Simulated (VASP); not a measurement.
A run of VASP 6.6.1 is set up as follows.

File INCAR:

```
SYSTEM = AlNi
PREC = Accurate
ENCUT = 520
EDIFF = 1E-6
ISMEAR = -1
SIGMA = 0.1
LREAL = .False.
LASPH = .True.
NELM = 150
ALGO = Normal
ISIF = 2
LWAVE = .False.
LCHARG = .False.
ISPIN = 2
MAGMOM = 0 1
LORBIT = 11
LMAXMIX = 4
GGA = B5
ALDAX = 1.0
AGGAX = 1.0
AGGAC = 1.0
ALDAC = 0.0
NBANDS = 18
```

File KPOINTS:

```
Automatic mesh
0
Gamma
  10 10 10
  0 0 0
```

The input POSCAR:

```
AlNi
1.0
    2.8810000000      0.0000000000      0.0000000000
    0.0000000000      2.8810000000      0.0000000000
    0.0000000000      0.0000000000      2.8810000000
Al Ni
1 1
Direct
    0.0000000000      0.0000000000      0.0000000000
    0.5000000000      0.5000000000      0.5000000000
```

Potentials or basis: VASP PAW PBE potentials, release 64 (Al, Ni).

The run is started by

```sh
$ cat potpaw_PBE.64/Al/POTCAR potpaw_PBE.64/Ni/POTCAR > POTCAR
$ mpirun -np 1 vasp_std > vasp.out
```

Task: Predict the pressure.

Result: 7.0 GPa.

Task: What does it give for the net moment?

Result: 0.00 μB per cell.

Caveat: the PAW data sets were made with another functional, which shifts forces and pressure a little.
